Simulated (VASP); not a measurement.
Input of a VASP 6.6.1 run:

Contents of INCAR:

```
  ALGO = Normal
  EDIFF = 1E-6
  ENCUT = 520
  GGA = PE
  ISIF = 2
  ISMEAR = 0
  LASPH = T
  LCHARG = F
  LREAL = F
  LWAVE = F
  NBANDS = 18
  NELM = 80
  PREC = Accurate
  SIGMA = 0.05
```

The input KPOINTS:

```
k-points
0
Gamma
  12 12 12
```

POSCAR

```
Si2W
1.0
    3.1481938362      0.0000000000      0.0000000000
    0.0000000000      3.1481938362      0.0000000000
   -1.5740969181     -1.5740969181      3.8350306363
Si W
2 1
Direct
    0.3347000000      0.3347000000      0.6694000000
    0.6653000000      0.6653000000      0.3306000000
    0.0000000000      0.0000000000      0.0000000000
```

Potentials or basis: VASP PAW PBE potentials, release 64 (Si, W_sv).

The run is started by

```bash
$ cat potpaw_PBE.64/Si/POTCAR potpaw_PBE.64/W_sv/POTCAR > POTCAR
$ mpirun -np 1 vasp_std > vasp.out
```

(1) What does it give for the band gap on the k mesh?

(2) Estimate the pressure.

(3) Estimate the largest force.

Results:

(1) zero (band 11 reaches 13.68 eV, above the bottom of band 12 at 12.27 eV).

(2) 20.1 GPa.

(3) 0.266 eV/Å.

Caveat: spin-orbit coupling is left out, which moves the levels of the heavy elements.
